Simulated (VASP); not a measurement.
# NaI: single point with PBEsol

The system is NaI.

```
Na I
1.0
     0.00000    3.22972    3.22972
     3.22972    0.00000    3.22972
     3.22972    3.22972    0.00000
Na I
1 1
Direct
  0.00000 0.00000 0.00000
  0.50000 0.50000 0.50000
```

| Quantity | Value |
| --- | --- |
| Program | VASP 6.6.1 |
| Task | single point |
| Functional | PBEsol |
| Potentials or basis | VASP PAW PBE potentials, release 64 (Na_pv, I) |
| Cutoff | 520 eV |
| k mesh | 6 × 6 × 6 |
| Occupations | gaussian, width 0.01 eV |
| Spin | no spin polarisation |

```
Pressure               : -0.4 GPa
Band gap on the k mesh : 3.52 eV, direct
```

Levels at points of the mesh, in eV from the valence-band top:
```tsv
k point	band 3	band 4	band 5	band 6	band 7	band 8	band 9	band 10	band 11	band 12
(0.00, 0.00, 0.00)	-22.24	-11.07	0.00	0.00	0.00	3.52	7.85	7.85	7.85	9.73
(0.50, 0.00, 0.00)	-22.24	-10.75	-2.24	-0.29	-0.29	4.95	7.38	7.38	8.74	10.16
(0.50, 0.50, 0.00)	-22.24	-10.67	-1.96	-0.77	-0.77	4.44	5.41	9.75	11.23	11.23
```

Wall time 12 s on 1 thread of AMD EPYC 9R14 (Zen 4) (shared host), peak memory 0.18 GiB.

Caveat: the PAW data sets were made with another functional, which shifts forces and pressure a little; spin-orbit coupling is left out, which moves the levels of the heavy elements. As with any semilocal functional, this PBEsol gap is likely too small.
